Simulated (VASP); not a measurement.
Here is a VASP 6.6.1 calculation.

INCAR

```
SYSTEM = MnO2
  ALGO = Normal
  EDIFF = 1E-8
  ENCUT = 520
  GGA = PE
  ISIF = 2
  ISMEAR = -1
  ISPIN = 2
  LASPH = .TRUE.
  LCHARG = .FALSE.
  LEFG = .TRUE.
  LMAXMIX = 4
  LORBIT = 11
  LREAL = .FALSE.
  LWAVE = .FALSE.
  MAGMOM = 4 4 0 0 0 0
  NBANDS = 38
  NELM = 150
  PREC = Accurate
  SIGMA = 0.05
```

KPOINTS

```
k-points
0
G
  8 8 12
  0 0 0
```

POSCAR

```
MnO2
1.0
    4.3960000000      0.0000000000      0.0000000000
    0.0000000000      4.3960000000      0.0000000000
    0.0000000000      0.0000000000      2.8710000000
Mn O
2 4
Direct
    0.0000000000      0.0000000000      0.0000000000
    0.5000000000      0.5000000000      0.5000000000
    0.3020000000      0.3020000000      0.0000000000
    0.1980000000      0.8020000000      0.5000000000
    0.6980000000      0.6980000000      0.0000000000
    0.8020000000      0.1980000000      0.5000000000
```

Potentials or basis: VASP PAW PBE potentials, release 64 (Mn_pv, O).

Command:

```sh
$ cat potpaw_PBE.64/Mn_pv/POTCAR potpaw_PBE.64/O/POTCAR > POTCAR
$ mpirun -np 1 vasp_std > vasp.out
```

Q: Predict the largest force.

A: 0.450 eV/Å.

Q: What does it give for the site moments?

A: Mn +2.69; O +0.10 μB.

Electric field gradients, principal values (V/Å²):
```csv
atom,least,middle,greatest (by size)
1 Mn,5.293,17.510,-22.802
2 Mn,5.293,17.510,-22.802
3 O,37.513,69.089,-106.602
4 O,37.513,69.089,-106.602
5 O,37.513,69.089,-106.602
6 O,37.513,69.089,-106.602
```

Caveat: without QUAD_EFG the Cq values of the log hold for a quadrupole moment of 1 mb, not for the nuclei; only a ferromagnetic start was run, and an antiferromagnetic order may lie lower in energy.
